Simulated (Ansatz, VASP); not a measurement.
# One calculation of TiAl3, two programs

```
CELL_PARAMETERS angstrom
-1.92448 1.92448 4.31097
1.92448 -1.92448 4.31097
1.92448 1.92448 -4.31097
ATOMIC_POSITIONS crystal
Ti 0.00000 0.00000 0.00000
Al 0.75000 0.25000 0.50000
Al 0.25000 0.75000 0.50000
Al 0.50000 0.50000 0.00000
```

Change from the starting cell: species swapped into the Li3Cu type (I4/mmm, No. 139).

Alike in both runs: functional PBE; k mesh 6 × 6 × 6; occupations gaussian, width 0.2 eV; no spin polarisation.

Ansatz relaxed the structure, and its values are those at the end. VASP's run is a single point on that final structure, the one shown.

|  | VASP | Ansatz |
| --- | --- | --- |
| version | VASP 6.6.1 | Ansatz 0.2.0 |
| potentials or method | VASP PAW PBE potentials, release 64 (Ti_sv, Al), cutoff 520 eV | scalar-relativistic, plane waves, PAW |
| valence electrons in the cell | 21 | 21 |

|  | VASP | Ansatz | Ansatz less VASP |
| --- | --- | --- | --- |
| gap on the k mesh at the Fermi level (eV) | none | none | - |
| pressure (GPa) | -0.3 | -0.2 | +0.10 |

A gap of «none» marks a metal or a gap that the smearing closes.

The k mesh is coarse, so the values compare programs but aren't converged.
